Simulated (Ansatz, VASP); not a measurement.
# One calculation of Ni, two programs

The input INCAR:

```
PREC     = Accurate       # precision mode
ENCUT    = 600            # plane-wave cutoff, eV
EDIFF    = 1E-6           # SCF threshold, eV
ISMEAR   = -1             # smearing method
SIGMA    = 0.05           # smearing width, eV
LREAL    = F              # projectors in reciprocal space
LASPH    = T              # aspherical terms in the spheres
NELM     = 200            # most SCF steps
ALGO     = Normal         # electronic algorithm
ISIF     = 2              # what is computed and relaxed
LWAVE    = F              # write WAVECAR
LCHARG   = F              # write CHGCAR
ISPIN    = 2              # spin polarisation
MAGMOM   = 0.562          # initial moments
LORBIT   = 11             # projections on sites
LMAXMIX  = 4              # l up to which the mixer works
GGA      = PS             # functional
NBANDS   = 15             # bands
GGA_COMPAT= F
```

The input KPOINTS:

```
Automatic mesh
0
Gamma
  18 18 18
```

File POSCAR:

```
Ni
1.0
   -1.3778346498      1.3778346498      1.3778346498
    1.3778346498     -1.3778346498      1.3778346498
    1.3778346498      1.3778346498     -1.3778346498
Ni
1
Direct
    0.0000000000      0.0000000000      0.0000000000
```

Input for Ansatz:

```yaml
crystal:
  lattice:
    - [-1.3778346498, 1.3778346498, 1.3778346498]
    - [1.3778346498, -1.3778346498, 1.3778346498]
    - [1.3778346498, 1.3778346498, -1.3778346498]
  atoms:
    - { symbol: Ni, position: [0.0, 0.0, 0.0], spin: 0.562 }
hamiltonian:
  xc: pbesol
  pseudopotentials:
    kind: paw
    azcp:
      Ni: "pseudopotentials/Ni.paw.azcp"
basis:
  ecutwfc: 420
  fft_grid_basis: typed
kpoints:
  mp_grid: { grid: [18, 18, 18], shift: [0, 0, 0] }
magnetization:
  spin_polarized: true
scf:
  occupations: { method: fermi_dirac, width: 0.05 }
  lower_state_search: "off"
output:
  stress: true
```

Alike in both runs: task single point; functional PBEsol; k mesh 18 × 18 × 18; occupations fermi-dirac, width 0.05 eV; collinear spin.

```csv
,VASP,Ansatz
version,VASP 6.6.1,Ansatz 0.2.0
potentials or method,"VASP PAW PBE potentials, release 64 (Ni), cutoff 600 eV","plane waves (420 eV) with PAW, scalar-relativistic"
valence electrons in the cell,10,18
```

```csv
,VASP,Ansatz,Ansatz less VASP
pressure (GPa),0.0,0.2,+0.18
net moment per atom (μB),0.54,0.55,+0.005
size of the moment on the site where the two differ most (μB),0.54,0.57,+0.027
```

VASP's potentials were made for PBE, not for PBEsol, and Ansatz warns of the same on its side. Site moments also hang on the region over which each program counts them. The functional is the same, so the differences come from potentials, cutoffs and numerics. VASP's potentials hold 10 valence electrons a cell and Ansatz's 18, so a difference there can come from the potentials and not from the codes.
